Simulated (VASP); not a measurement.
A run of VASP 6.6.1:

The input INCAR:

```
SYSTEM = Be
PREC = Accurate
ENCUT = 520
EDIFF = 1E-6
ISMEAR = -1
SIGMA = 0.1
LREAL = .FALSE.
LASPH = .TRUE.
NELM = 100
ALGO = Normal
ISIF = 2
LWAVE = .FALSE.
LCHARG = .FALSE.
GGA = RE
NBANDS = 7
```

Contents of KPOINTS:

```
Automatic mesh
0
G
  19 19 19
  0 0 0
```

Contents of POSCAR:

```
Be
1.0
    0.0000000000      1.6327733302      1.6327733302
    1.6327733302      0.0000000000      1.6327733302
    1.6327733302      1.6327733302      0.0000000000
Be
1
Direct
    0.0000000000      0.0000000000      0.0000000000
```

Potentials or basis: VASP PAW PBE potentials, release 64 (Be).

Run with:

```bash
$ cat potpaw_PBE.64/Be/POTCAR > POTCAR
$ mpirun -np 1 vasp_std > vasp.out
```

Hardware: 1 thread of AMD EPYC 9R45 (Zen 5), on a shared host.

How long does it take, and how much memory?

It took 9.9 s on 1 thread of AMD EPYC 9R45 (Zen 5), with other jobs on the host, peak memory 0.09 GiB. Counts: scf iterations 10, k points 220.
